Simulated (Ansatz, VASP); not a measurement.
## Fe in VASP and in Ansatz

The input INCAR:

```
  ALGO = Normal
  EDIFF = 1E-6
  ENCUT = 600
  GGA = PE
  GGA_COMPAT = False
  ISIF = 2
  ISMEAR = 0
  LASPH = True
  LCHARG = False
  LREAL = False
  LWAVE = False
  NBANDS = 10
  NELM = 120
  PREC = Accurate
  SIGMA = 0.1
```

File KPOINTS:

```
k-points
0
Gamma
  14 14 14
```

Contents of POSCAR:

```
Fe
1.0
   -1.4333000000      1.4333000000      1.4333000000
    1.4333000000     -1.4333000000      1.4333000000
    1.4333000000      1.4333000000     -1.4333000000
Fe
1
Direct
    0.0000000000      0.0000000000      0.0000000000
```

Input for Ansatz:

```yaml
crystal:
  lattice:
    - [-1.4333, 1.4333, 1.4333]
    - [1.4333, -1.4333, 1.4333]
    - [1.4333, 1.4333, -1.4333]
  atoms:
    - { symbol: Fe, position: [0.0, 0.0, 0.0] }
hamiltonian:
  xc: pbe
  pseudopotentials: { kind: paw }
basis:
  ecutwfc: 420
kpoints:
  mp_grid: { grid: [14, 14, 14] }
scf:
  occupations: { method: gaussian, width: 0.1 }
  lower_state_search: "off"
  algorithm: density_mixing
  max_iter: 60
  mixing: { algorithm: msr1, preconditioner: resta }
output:
  forces: true
  stress: true
```

Alike in both runs: task single point; functional PBE; k mesh 14 × 14 × 14; occupations gaussian, width 0.1 eV; no spin polarisation.

|  | VASP | Ansatz |
| --- | --- | --- |
| version | VASP 6.6.1 | Ansatz 0.2.0 |
| potentials or method | VASP PAW PBE potentials, release 64 (Fe), cutoff 600 eV | PAW, plane waves, scalar-relativistic |
| valence electrons in the cell | 8 | 16 |

|  | VASP | Ansatz | Ansatz less VASP |
| --- | --- | --- | --- |
| pressure (GPa) | -24.0 | -23.8 | +0.18 |

VASP's potentials hold 8 valence electrons a cell and Ansatz's 16, so a difference there can come from the potentials and not from the codes.
